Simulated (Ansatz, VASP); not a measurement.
CsI in VASP and in Ansatz

Contents of POSCAR:

```
CsI
1.0
    4.6081405142      0.0000000000      0.0000000000
    0.0000000000      4.6081405142      0.0000000000
    0.0000000000      0.0000000000      4.6081405142
Cs I
1 1
Direct
    0.0000000000      0.0000000000      0.0000000000
    0.5000000000      0.5000000000      0.5000000000
```

File INCAR.step1:

```
SYSTEM = CsI
PREC = Accurate
ENCUT = 400
EDIFF = 1E-5
ISMEAR = 0
SIGMA = 0.01
LREAL = .False.
LASPH = .True.
NELM = 120
ALGO = Normal
ISIF = 2
LWAVE = .True.
LCHARG = .False.
GGA = PE
NBANDS = 15
GGA_COMPAT = .False.
```

The input INCAR.step2:

```
SYSTEM = CsI
PREC = Accurate
ENCUT = 400
EDIFF = 1E-6
ISMEAR = 0
SIGMA = 0.01
LREAL = .False.
LASPH = .True.
NELM = 120
ALGO = Normal
ISIF = 2
LWAVE = .False.
LCHARG = .False.
GGA = PE
LHFCALC = .True.
AEXX = 0.35
HFSCREEN = 0.1
PRECFOCK = Normal
ISTART = 1
NBANDS = 15
GGA_COMPAT = .False.
```

File KPOINTS:

```
Automatic mesh
0
Gamma
  4 4 4
  0 0 0
```

Input for Ansatz:

```yaml
crystal:
  lattice:
    - [4.6081405142, 0.0, 0.0]
    - [0.0, 4.6081405142, 0.0]
    - [0.0, 0.0, 4.6081405142]
  atoms:
    - { symbol: Cs, position: [0.0, 0.0, 0.0] }
    - { symbol: I, position: [0.5, 0.5, 0.5] }
kpoints:
  mp_grid: { grid: [4, 4, 4] }
hamiltonian:
  xc: { exchange: pbe, correlation: pbe, exx: { coeff: 0.35, omega: 0.1 } }
scf:
  occupations: { method: fixed }
  n_extra_bands: 4
output:
  forces: true
  stress: true
  eigenvalues: true
```

Alike in both runs: task single point; functional PBE-based screened hybrid; k mesh 4 × 4 × 4; no spin polarisation.

|  | VASP | Ansatz |
| --- | --- | --- |
| version | VASP 6.6.1 | Ansatz 0.2.0 |
| potentials or method | VASP PAW PBE potentials, release 64 (Cs_sv, I) | plane waves |
| plane-wave cutoff (eV) | 400 | 420 |
| occupations | gaussian, width 0.01 eV | fixed |
| valence electrons in the cell | 16 | 26 |

|  | VASP | Ansatz | Ansatz less VASP |
| --- | --- | --- | --- |
| gap on the k mesh at the Fermi level (eV) | 5.65 | 5.66 | +0.012 |
| pressure (GPa) | 0.0 | 0.1 | +0.05 |

VASP's potentials were made for PBE, not for PBE-based screened hybrid. VASP's potentials hold 16 valence electrons a cell and Ansatz's 26, so a difference there can come from the potentials and not from the codes. Ansatz's warnings: stress exchange threshold loose, stress scf threshold loose.

Spin-orbit coupling is off throughout.
